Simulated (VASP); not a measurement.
Wanted: the native input for a VASP 6.6.1 run.

| Item | Value |
| --- | --- |
| Task | single point |
| Functional | PBE |
| Potentials or basis | VASP PAW PBE potentials, release 64 (N, Ga_d, H) |
| Cutoff | 520 eV |
| k mesh | 8 × 8 × 1 |
| Occupations | gaussian, width 0.05 eV |
| Spin | collinear spin |
| Starting moments | [0.0, 0.0, 0.0, 0.0, 0.0, 0.0, 1.0] μB |
| Dipole correction | yes |
| Further INCAR settings | ALGO = Normal; EDIFF = 1e-06; NBANDS = 40; NELMDL = -8 |

The structure of Ga3HN3 lies in POSCAR:

```
Ga3HN3
1.0
    3.2165072845      0.0000000000      0.0000000000
    0.0000000000      3.2165072845      0.0000000000
    0.0000000000      0.0000000000     21.2198073008
N Ga H
3 3 1
Direct
    0.0000000000      0.5000000000      0.1885031256
    0.5000000000      0.0000000000      0.2956866679
    0.0000000000      0.5000000000      0.4029970648
    0.5000000000      0.5000000000      0.2420948967
    0.0000000000      0.0000000000      0.3470972837
    0.5000000000      0.5000000000      0.4580535140
    0.5000000000      0.6250000000      0.5287455600
```

The input as run:

INCAR

```
ALGO = Normal
DIPOL = 0.5 0.5 0.352
EDIFF = 1E-6
ENCUT = 520
GGA = PE
GGA_COMPAT = False
IDIPOL = 3
ISIF = 2
ISMEAR = 0
ISPIN = 2
LASPH = True
LCHARG = False
LDIPOL = True
LORBIT = 11
LREAL = False
LWAVE = False
MAGMOM = 0 0 0 0 0 0 1
NBANDS = 40
NELM = 200
NELMDL = -8
PREC = Accurate
SIGMA = 0.05
```

KPOINTS

```
k-points
0
Gamma
  8 8 1
```

Potentials or basis: VASP PAW PBE potentials, release 64 (N, Ga_d, H).

The run is started by

```bash
$ cat potpaw_PBE.64/N/POTCAR potpaw_PBE.64/Ga_d/POTCAR potpaw_PBE.64/H/POTCAR > POTCAR
$ mpirun -np 1 vasp_std > vasp.out
```

Results of the run:

| Property | Result |
| --- | --- |
| Largest force | 2.393 eV/Å |
| Net moment | -0.09 μB per cell |
| Site moments | N -0.05, -0.02, +0.00; Ga -0.01, -0.00, +0.00; H +0.00 μB |
| Valence electrons inside the program's atomic spheres | N 3.46, 3.72, 3.68; Ga 11.81, 11.80, 11.71; H 0.53 |

Run time: 27 min on 1 thread of Intel(R) Xeon(R) Platinum 8559C (Emerald Rapids), with other jobs on the host, peak memory 0.56 GiB.
